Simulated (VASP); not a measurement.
# C (Cmm2) in VASP: a series of runs

The runs below take C through single point, with PBE.

All numbers are computed with VASP 6.6.1; they aren't measurements. Logs are shortened: lines on timing, memory, paths and dates and some standing lists are left out, and cuts for length are marked.

### 1 The cell of the first run

It takes space group Cmm2 (No. 35, orthorhombic). The conventional cell has a = 5.044 Å, b = 5.044 Å, c = 3.567 Å, α = 90.00°, β = 90.00°, γ = 90.00°. C (site symmetry mm2) has 4 C at 1.39 to 1.74 Å within 1.9 Å. C (site symmetry mm2) has 4 C at 1.54 Å within 2.1 Å. C (site symmetry 2) has 4 C at 1.54 Å within 2.1 Å. Within 2.1 Å of C (site symmetry m) lie 4 C at 1.54 to 1.74 Å. C (site symmetry m) has 4 C at 1.39 to 1.54 Å within 1.9 Å.

### 2 Single point, PBE (atom 1 (C) moved -0.300 Å along Cartesian [0 0 1])

INCAR reads:

```
  PREC = Accurate
  ENCUT = 520
  EDIFF = 1E-6
  ISMEAR = 0
  SIGMA = 0.05
  LREAL = False
  LASPH = True
  NELM = 100
  ALGO = Normal
  ISIF = 2
  LWAVE = False
  LCHARG = False
  GGA = PE
  NBANDS = 26
```

KPOINTS reads:

```
regular mesh
0
Gamma
  6 6 6
```

POSCAR reads:

```
C
1.0
    3.5668000000      0.0000000000      0.0000000000
    0.0000000000     -3.5668000000      0.0000000000
    0.0000000000      0.0000000000     -3.5668000000
C
8
Direct
    0.5000000000      0.0000000000      0.0841090053
    0.0000000000      0.5000000000      0.0000000000
    0.0000000000      0.0000000000      0.5000000000
    0.5000000000      0.5000000000      0.5000000000
    0.7500000000      0.7500000000      0.7500000000
    0.2500000000      0.2500000000      0.7500000000
    0.2500000000      0.7500000000      0.2500000000
    0.7500000000      0.2500000000      0.2500000000
```

Potentials or basis: VASP PAW PBE potentials, release 64 (C).

On the command line:

```
$ cat potpaw_PBE.64/C/POTCAR > POTCAR
$ mpirun -np 1 vasp_std > vasp.out
```

OUTCAR:

```text
PREC = Accurate
   ENCUT = 520
   EDIFF = 1E-6
   ISMEAR = 0
   LREAL = False
   LASPH = True
   NELM = 100
   ISIF = 2
   GGA = PE

 ion  position               nearest neighbor table
   1  0.500  0.000  0.084-   7 1.39   8 1.39   5 1.74   6 1.74
   2  0.000  0.500  0.000-   5 1.54   6 1.54   7 1.54   8 1.54
   3  0.000  0.000  0.500-   5 1.54   6 1.54   7 1.54   8 1.54
   4  0.500  0.500  0.500-   5 1.54   6 1.54   7 1.54   8 1.54
   5  0.750  0.750  0.750-   2 1.54   3 1.54   4 1.54   1 1.74
   6  0.250  0.250  0.750-   2 1.54   3 1.54   4 1.54   1 1.74
   7  0.250  0.750  0.250-   1 1.39   2 1.54   3 1.54   4 1.54
   8  0.750  0.250  0.250-   1 1.39   2 1.54   3 1.54   4 1.54

  LATTYP: Found a simple cubic cell.
 ALAT       =     3.5668000000

  Lattice vectors:

 A1 = (   3.5668000000,   0.0000000000,   0.0000000000)
 A2 = (   0.0000000000,  -3.5668000000,   0.0000000000)
 A3 = (   0.0000000000,   0.0000000000,  -3.5668000000)

Analysis of symmetry for initial positions (statically):
=====================================================================
 Subroutine PRICEL returns:
 Original cell was already a primitive cell.

 Routine SETGRP: Setting up the symmetry group for a
 simple cubic supercell.

 Subroutine GETGRP returns: Found  4 space group operations
 (whereof  2 operations were pure point group operations)
 out of a pool of 48 trial point group operations.

The static configuration has the point symmetry C_2 .
 The point group associated with its full space group is C_2v.

Analysis of symmetry for dynamics (positions and initial velocities):
=====================================================================
 Subroutine PRICEL returns:
 Original cell was already a primitive cell.

 Routine SETGRP: Setting up the symmetry group for a
 simple cubic supercell.

 Subroutine GETGRP returns: Found  4 space group operations
 (whereof  2 operations were pure point group operations)
 out of a pool of 48 trial point group operations.

The dynamic configuration has the point symmetry C_2 .
 The point group associated with its full space group is C_2v.

 Subroutine INISYM returns: Found  4 space group operations
 (whereof  2 operations are pure point group operations),
 and found     1 'primitive' translations

----------------------------------------------------------------------------------------

                                     Primitive cell

  volume of cell :      45.3771

  direct lattice vectors                    reciprocal lattice vectors
     3.566800000  0.000000000  0.000000000     0.280363351  0.000000000  0.000000000
     0.000000000 -3.566800000  0.000000000     0.000000000 -0.280363351  0.000000000
     0.000000000  0.000000000 -3.566800000     0.000000000  0.000000000 -0.280363351

  length of vectors
     3.566800000  3.566800000  3.566800000     0.280363351  0.280363351  0.280363351

  position of ions in fractional coordinates (direct lattice)
     0.500000000  0.000000000  0.084109005
     0.000000000  0.500000000  0.000000000
     0.000000000  0.000000000  0.500000000
     0.500000000  0.500000000  0.500000000
     0.750000000  0.750000000  0.750000000
     0.250000000  0.250000000  0.750000000
     0.250000000  0.750000000  0.250000000
     0.750000000  0.250000000  0.250000000

  ion indices of the primitive-cell ions
   primitive index   ion index
                 1           1
                 2           2
                 3           3
                 4           4
                 5           5
                 6           6
                 7           7
                 8           8

----------------------------------------------------------------------------------------

 KPOINTS: regular mesh

Automatic generation of k-mesh.
 Grid dimensions read from file:
 generate k-points for:    6    6    6

 Generating k-lattice:

  Cartesian coordinates                     Fractional coordinates (reciprocal lattice)
     0.046727225  0.000000000  0.000000000     0.166666667  0.000000000  0.000000000
     0.000000000 -0.046727225  0.000000000     0.000000000  0.166666667  0.000000000
     0.000000000  0.000000000 -0.046727225     0.000000000  0.000000000  0.166666667

  Length of vectors
     0.046727225  0.046727225  0.046727225

  Shift w.r.t. Gamma in fractional coordinates (k-lattice)
     0.000000000  0.000000000  0.000000000

 Subroutine IBZKPT returns following result:
 ===========================================

 Found     52 irreducible k-points:

 Following reciprocal coordinates:
            Coordinates               Weight
  0.000000  0.000000  0.000000      1.000000
  0.166667  0.000000  0.000000      4.000000
  0.000000  0.000000  0.166667      2.000000
  0.333333  0.000000  0.000000      4.000000
  0.000000  0.000000  0.333333      2.000000
  0.500000  0.000000  0.000000      2.000000
[... 16 lines left out ...]
  0.333333  0.000000  0.500000      4.000000
  0.500000  0.500000  0.000000      1.000000
 [... further k-points ...]
   k-points           NKPTS =     52   k-points in BZ     NKDIM =     52   number of bands    NBANDS=     26
   number of dos      NEDOS =    301   number of ions     NIONS =      8
   total plane-waves  NPLWV =  21952
   dimension x,y,z NGX =    28 NGY =   28 NGZ =   28
   dimension x,y,z NGXF=    56 NGYF=   56 NGZF=   56
   ions per type =               8
   NGX,Y,Z   is equivalent  to a cutoff of  13.05, 13.05, 13.05 a.u.
   NGXF,Y,Z  is equivalent  to a cutoff of  26.10, 26.10, 26.10 a.u.
 SYSTEM =  unknown system
   PREC   = accura    normal or accurate (medium, high low for compatibility)
   ISTART =      0    job   : 0-new  1-cont  2-samecut
   ICHARG =      2    charge: 1-file 2-atom 10-const
   ISPIN  =      1    spin polarized calculation?
   LNONCOLLINEAR =      F non collinear calculations
   LSORBIT =      F    spin-orbit coupling
   LASPH  =      T    aspherical Exc in radial PAW
   ENCUT  =  520.0 eV  38.22 Ry    6.18 a.u.   6.63  6.63  6.63*2*pi/ulx,y,z
   NELM   =    100;   NELMIN=  2; NELMDL= -5     # of ELM steps
   EDIFF  = 0.1E-05   stopping-criterion for ELM
   LREAL  =      F    real-space projection
   EDIFFG = 0.1E-04   stopping-criterion for IOM
   NSW    =      0    number of steps for IOM
   IBRION =     -1    ionic relax: 0-MD 1-quasi-New 2-CG
   NFREE  =      0    steps in history (QN), initial steepest desc. (CG)
   ISIF   =      2    stress and relaxation
   ISYM   =      2    0-nonsym 1-usesym 2-fastsym
   POTIM  = 0.5000    time-step for ionic-motion
   TEBEG  =    0.0;   TEEND  =   0.0 temperature during run
   PSTRESS=    0.0 pullay stress
   NELECT =      32.0000    total number of electrons
   NUPDOWN=      -1.0000    fix difference up-down
   EMIN   =  10.00;   EMAX   =-10.00  energy-range for DOS
   EFERMI =   0.00;   METHOD = LEGACY
   ISMEAR =     0;   SIGMA  =   0.05  broadening in eV -4-tet -1-fermi 0-gaus
   EFERMI_NEDOS =   21; number of points for ismear=-14 and -15
   IALGO  =     38    algorithm
   IMIX   =      4    mixing-type and parameters
     AMIX     =   0.40;   BMIX     =  1.00
     AMIX_MAG =   1.60;   BMIX_MAG =  1.00
  volume/ion in A,a.u.               =       5.67        38.28
  Fermi-wavevector in a.u.,A,eV,Ry     =   1.457178  2.753668 28.890189  2.123369
  Thomas-Fermi vector in A             =   2.574010
   LORBIT       =      0    0 simple, 1 ext, 2 COOP (PROOUT), +10 PAW based schemes
   GGA     = PE    functional components
   LHFCALC =     F    Hartree Fock is set to
   AEXX    =    0.0000 exact exchange contribution
   IVDW    =     0    specifies the selected vdW correction
   LEPSILON=     F    determine dielectric tensor
   LRPA    =     F    only Hartree local field effects (RPA)
 non-spin polarized calculation
 Gauss-broadening in eV      SIGMA  =   0.05
  energy-cutoff  :      520.00
  volume of cell :       45.38
 maximum number of plane-waves:      1233
 NGX is ok and might be reduce to    28
   NGX = 13   NGY = 13   NGZ = 13

 number of electron      31.9999997 magnetization

 Free energy of the ion-electron system (eV)
  ---------------------------------------------------
  ext. energy  EPLUGINS =         0.00000000
  ---------------------------------------------------
  free energy    TOTEN  =       -70.82015103 eV

  energy without entropy =      -70.82015103  energy(sigma->0) =      -70.82015103

 E-fermi :  11.1223     XC(G=0): -13.2529

 val. band max:       10.8257088480   @ k =   0.0000   0.0000   0.0000
 cond. band min:      12.7166803731   @ k =   0.0000   0.0000   0.0000
 fundamental gap:      1.8909715251
 Fermi energy:        11.1223222202

 k-point     1 :       0.0000    0.0000    0.0000
  band No.  band energies     occupation
      1     -11.8771      2.00000
      2      -4.0787      2.00000
      3      -3.7882      2.00000
      4      -3.1023      2.00000
      5      -3.0661      2.00000
      6      -2.6768      2.00000
[... 18 lines left out ...]
     25      16.8389      0.00000
     26      22.3036      0.00000

 k-point     2 :       0.1667    0.0000    0.0000
  band No.  band energies     occupation
      1     -11.6231      2.00000
      2      -5.8205      2.00000
      3      -3.6224      2.00000
      4      -3.1016      2.00000
      5      -2.9116      2.00000
      6      -2.1608      2.00000
[... 18 lines left out ...]
     25      17.6310      0.00000
     26      22.3103      0.00000

 k-point     3 :       0.0000    0.0000    0.1667
  band No.  band energies     occupation
      1     -11.6315      2.00000
      2      -5.6941      2.00000
      3      -3.6673      2.00000
      4      -3.0710      2.00000
      5      -2.9462      2.00000
      6      -2.4936      2.00000
[... 572 lines left out ...]
 k-point    23 :       0.3333    0.0000    0.5000
  band No.  band energies     occupation
      1      -9.1922      2.00000
      2      -7.9850      2.00000
      3      -6.3515      2.00000
      4      -5.1504      2.00000
      5      -0.8498      2.00000
      6      -0.3215      2.00000
[... 18 lines left out ...]
     25      21.0756      0.00000
     26      21.9173      0.00000

 k-point    24 :       0.5000    0.5000    0.0000
  band No.  band energies     occupation
      1      -7.7427      2.00000
      2      -7.6229      2.00000
      3      -7.2008      2.00000
      4      -7.1940      2.00000
      5       0.3126      2.00000
      6       0.7289      2.00000
[... 18 lines left out ...]
     25      20.7012      0.00000
     26      21.6191      0.00000

 [... further k-points ...]

------------------------ aborting loop because EDIFF is reached ----------------------------------------

  FORCE on cell =-STRESS in cart. coord.  units (eV):
  Direction    XX          YY          ZZ          XY          YZ          ZX
  --------------------------------------------------------------------------------------
  -------------------------------------------------------------------------------------
  Total        4.0698634      4.0698634      1.5599662     -1.5064315      0.0000000      0.0000000
  in kB      143.6991294    143.6991294     55.0794360    -53.1892277      0.0000000      0.0000000
  external PRESSURE =     114.1592316 kB  Pullay stress =       0.0000000 kB

 VOLUME and BASIS-vectors are now :
 -----------------------------------------------------------------------------
  energy-cutoff  :      520.00
  volume of cell :       45.38
      direct lattice vectors                 reciprocal lattice vectors
     3.566800000  0.000000000  0.000000000     0.280363351  0.000000000  0.000000000
     0.000000000 -3.566800000  0.000000000     0.000000000 -0.280363351  0.000000000
     0.000000000  0.000000000 -3.566800000     0.000000000  0.000000000 -0.280363351

 POSITION                                       TOTAL-FORCE (eV/Angst)
 -----------------------------------------------------------------------------------
      1.78340      0.00000     -0.30000         0.000000      0.000000     12.250716
      0.00000     -1.78340      0.00000         0.000000      0.000000      1.669441
      0.00000      0.00000     -1.78340         0.000000      0.000000     -1.958437
      1.78340     -1.78340     -1.78340         0.000000      0.000000     -1.958437
      2.67510     -2.67510     -2.67510        -0.149299     -0.149299     -1.790546
      0.89170     -0.89170     -2.67510         0.149299      0.149299     -1.790546
      0.89170     -2.67510     -0.89170        -1.774526      1.774526     -3.211096
      2.67510     -0.89170     -0.89170         1.774526     -1.774526     -3.211096
 -----------------------------------------------------------------------------------
    total drift:                                0.000000     -0.000000      0.000068

  FREE ENERGIE OF THE ION-ELECTRON SYSTEM (eV)
  ---------------------------------------------------
  free  energy   TOTEN  =       -70.8201510260 eV

  energy  without entropy=      -70.8201510260  energy(sigma->0) =      -70.82015103
```

Wall time 24 s (1 thread of Intel Xeon 6975P-C (Granite Rapids), shared host); peak memory 0.17 GiB.

What came out:

```
Free energy            : -70.8202 eV
Pressure               : 11.4 GPa
Largest force          : 12.251 eV/Å
Band gap on the k mesh : 1.89 eV, direct
```

Forces on the atoms (eV/Å):
```
C    0.000  0.000 12.251
C    0.000  0.000  1.669
C    0.000  0.000 -1.958
C    0.000  0.000 -1.958
C   -0.149 -0.149 -1.791
C    0.149  0.149 -1.791
C   -1.775  1.775 -3.211
C    1.775 -1.775 -3.211
```

Stress tensor (GPa, compression positive):
```
14.37 -5.32  0.00
-5.32 14.37  0.00
 0.00  0.00  5.51
```

Caveat: the cell differs from its parent crystal (atom 1 (C) moved -0.300 Å along Cartesian [0 0 1]); forces of over 1 eV/Å act on the atoms, so gaps and moduli don't describe the material at rest.

### 3 Single point, PBE (atom 1 (C) moved +0.240 Å along Cartesian [0 0 1])

INCAR reads:

```
SYSTEM = C
ALGO = Normal
EDIFF = 1E-7
ENCUT = 520
GGA = PE
ISIF = 2
ISMEAR = 0
LASPH = .TRUE.
LCHARG = .TRUE.
LELF = .TRUE.
LREAL = .FALSE.
LVHAR = .TRUE.
LWAVE = .FALSE.
NBANDS = 26
NELM = 100
PREC = Accurate
SIGMA = 0.05
```

KPOINTS reads:

```
k-points
0
G
  6 6 6
  0 0 0
```

Edit POSCAR of step 2 so:

```diff
@@ -8,3 +8,3 @@
 Direct
-    0.5000000000      0.0000000000      0.0841090053
+    0.5000000000      0.0000000000     -0.0672872042
     0.0000000000      0.5000000000      0.0000000000
```

Potentials or basis: VASP PAW PBE potentials, release 64 (C).

On the command line:

```
$ cat potpaw_PBE.64/C/POTCAR > POTCAR
$ mpirun -np 1 vasp_std > vasp.out
```

It took 25 s on 1 thread of Intel Xeon 6975P-C (Granite Rapids), shared host; peak memory 0.17 GiB.

The run converged. Its results:

```
Free energy            : -71.4925 eV
Pressure               : 8.3 GPa
Largest force          : 10.122 eV/Å
Band gap on the k mesh : 2.44 eV, direct
```

Forces on the atoms (eV/Å):
```
C     0.000   0.000 -10.122
C     0.000   0.000  -1.358
C     0.000   0.000   1.569
C     0.000   0.000   1.569
C     1.283   1.283   2.567
C    -1.283  -1.283   2.567
C     0.217  -0.217   1.605
C    -0.217   0.217   1.605
```

Stress tensor (GPa, compression positive):
```
10.19  3.75  0.00
 3.75 10.19  0.00
 0.00  0.00  4.49
```

Levels at points of the mesh, in eV from the valence-band top:
```csv
k point,band 13,band 14,band 15,band 16,band 17,band 18,band 19,band 20
"(0.00, 0.00, 0.00)",-6.73,-1.75,-0.79,0.00,2.44,2.79,3.83,3.89
"(0.50, 0.00, 0.00)",-5.05,-5.03,-4.67,-4.09,3.19,3.33,7.92,7.99
"(0.00, 0.00, 0.50)",-5.46,-5.11,-4.74,-4.00,3.09,3.65,7.84,8.76
"(0.50, 0.50, 0.00)",-5.11,-4.09,-3.85,-2.84,6.19,6.58,6.82,7.57
"(0.00, 0.50, 0.50)",-4.35,-3.96,-3.61,-3.22,5.60,6.01,7.10,7.14
"(0.50, 0.50, 0.50)",-3.71,-3.63,-3.03,-2.23,5.42,5.61,7.38,7.48
```

Caveat: the cell differs from its parent crystal (atom 1 (C) moved +0.240 Å along Cartesian [0 0 1]); forces of over 1 eV/Å act on the atoms, so gaps and moduli don't describe the material at rest.

### 4 Single point, PBE (atom 1 (C) moved -0.180 Å along Cartesian [0 0 1])

INCAR reads:

```
SYSTEM = C
  PREC = Accurate
  ENCUT = 520
  EDIFF = 1E-6
  ISMEAR = 0
  SIGMA = 0.05
  LREAL = .FALSE.
  LASPH = .TRUE.
  NELM = 100
  ALGO = Normal
  ISIF = 2
  LWAVE = .FALSE.
  LCHARG = .FALSE.
  GGA = PE
  NBANDS = 26
```

KPOINTS reads:

```
regular mesh
0
G
  6 6 6
  0 0 0
```

Edit POSCAR of step 3 so:

```diff
@@ -8,3 +8,3 @@
 Direct
-    0.5000000000      0.0000000000     -0.0672872042
+    0.5000000000      0.0000000000      0.0504654032
     0.0000000000      0.5000000000      0.0000000000
```

On the command line:

```
$ cat potpaw_PBE.64/C/POTCAR > POTCAR
$ mpirun -np 1 vasp_std > vasp.out
```

It took 22 s on 1 thread of Intel Xeon 6975P-C (Granite Rapids), shared host; peak memory 0.17 GiB.

Results (log left out):

* Free energy: -72.0304 eV
* Pressure: 5.8 GPa
* Largest force: 7.777 eV/Å
* Band gap on the k mesh: 3.03 eV, direct

Forces in eV/Å, atoms in the order of the input:
```
C    0.000  0.000  7.777
C    0.000  0.000  1.031
C    0.000  0.000 -1.177
C    0.000  0.000 -1.177
C   -0.244 -0.244 -1.331
C    0.244  0.244 -1.331
C   -0.854  0.854 -1.896
C    0.854 -0.854 -1.896
```

Stress tensor (GPa, compression positive):
```
 6.85 -2.49  0.00
-2.49  6.85  0.00
 0.00  0.00  3.63
```

Levels at points of the mesh, in eV from the valence-band top:
| k point | band 14 | band 15 | band 16 | band 17 | band 18 | band 19 |
| --- | --- | --- | --- | --- | --- | --- |
| (0.00, 0.00, 0.00) | -1.34 | -0.62 | 0.00 | 3.03 | 3.34 | 4.05 |
| (0.50, 0.00, 0.00) | -4.82 | -4.60 | -4.15 | 3.55 | 3.64 | 8.60 |
| (0.00, 0.00, 0.50) | -5.01 | -4.59 | -4.02 | 3.46 | 3.86 | 8.59 |
| (0.50, 0.50, 0.00) | -3.82 | -3.64 | -2.88 | 6.65 | 7.03 | 7.11 |
| (0.00, 0.50, 0.50) | -3.73 | -3.52 | -3.20 | 6.25 | 6.60 | 7.32 |
| (0.50, 0.50, 0.50) | -3.42 | -3.02 | -2.37 | 6.14 | 6.35 | 7.67 |

Caveat: the cell differs from its parent crystal (atom 1 (C) moved -0.180 Å along Cartesian [0 0 1]); forces of over 1 eV/Å act on the atoms, so gaps and moduli don't describe the material at rest. A k mesh can miss the band edges.

[end of part 1 of 2]
